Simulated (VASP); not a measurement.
Input of a VASP 6.6.1 run:

INCAR

```
PREC     = Accurate       # precision mode
ENCUT    = 520            # plane-wave cutoff, eV
EDIFF    = 1E-6           # SCF threshold, eV
ISMEAR   = 0              # smearing method
SIGMA    = 0.1            # smearing width, eV
LREAL    = False          # projectors in reciprocal space
LASPH    = True           # aspherical terms in the spheres
NELM     = 60             # most SCF steps
ALGO     = Normal         # electronic algorithm
ISIF     = 2              # what is computed and relaxed
LWAVE    = False          # write WAVECAR
LCHARG   = False          # write CHGCAR
GGA      = PE             # functional
NBANDS   = 72             # bands
```

KPOINTS

```
Automatic mesh
0
Gamma
  6 6 1
```

The input POSCAR:

```
SnGe5Se6
1.0
    4.1075782900      0.0000000000      0.0000000000
   -2.0537891500      3.5572671500      0.0000000000
    0.0000000000      0.0000000000     20.1229417900
Sn Ge Se
1 5 6
Direct
    0.0000000000      0.0000000000      0.5000000000
    0.0000000000      0.0000000000      0.0000000000
    0.3333333300      0.6666666700      0.8333333300
    0.6666666700      0.3333333300      0.6666666700
    0.3333333300      0.6666666700      0.3333333300
    0.6666666700      0.3333333300      0.1666666700
    0.6666666700      0.3333333300      0.9166666700
    0.0000000000      0.0000000000      0.7500000000
    0.3333333300      0.6666666700      0.5833333300
    0.6666666700      0.3333333300      0.4166666700
    0.0000000000      0.0000000000      0.2500000000
    0.3333333300      0.6666666700      0.0833333300
```

Potentials or basis: VASP PAW PBE potentials, release 64 (Sn_d, Ge_d, Se).

Run with:

```console
$ cat potpaw_PBE.64/Sn_d/POTCAR potpaw_PBE.64/Ge_d/POTCAR potpaw_PBE.64/Se/POTCAR > POTCAR
$ mpirun -np 1 vasp_std > vasp.out
```

**Question.** Predict the largest force.

**Answer.** 0.719 eV/Å.

**Question.** Estimate the band gap on the k mesh.

**Answer.** 0.05 eV, direct.

**Question.** Estimate the pressure.

**Answer.** -1.9 GPa.

Forces on the atoms (eV/Å):
```
Sn   0.000  0.000  0.000
Ge   0.000  0.000  0.000
Ge   0.000  0.000  0.033
Ge   0.000  0.000  0.173
Ge   0.000  0.000 -0.173
Ge   0.000  0.000 -0.033
Se   0.000  0.000 -0.015
Se   0.000  0.000 -0.044
Se   0.000  0.000  0.719
Se   0.000  0.000 -0.719
Se   0.000  0.000  0.044
Se   0.000  0.000  0.015
```

Caveat: spin-orbit coupling is left out, which moves the levels of the heavy elements. A k mesh can miss the band edges.
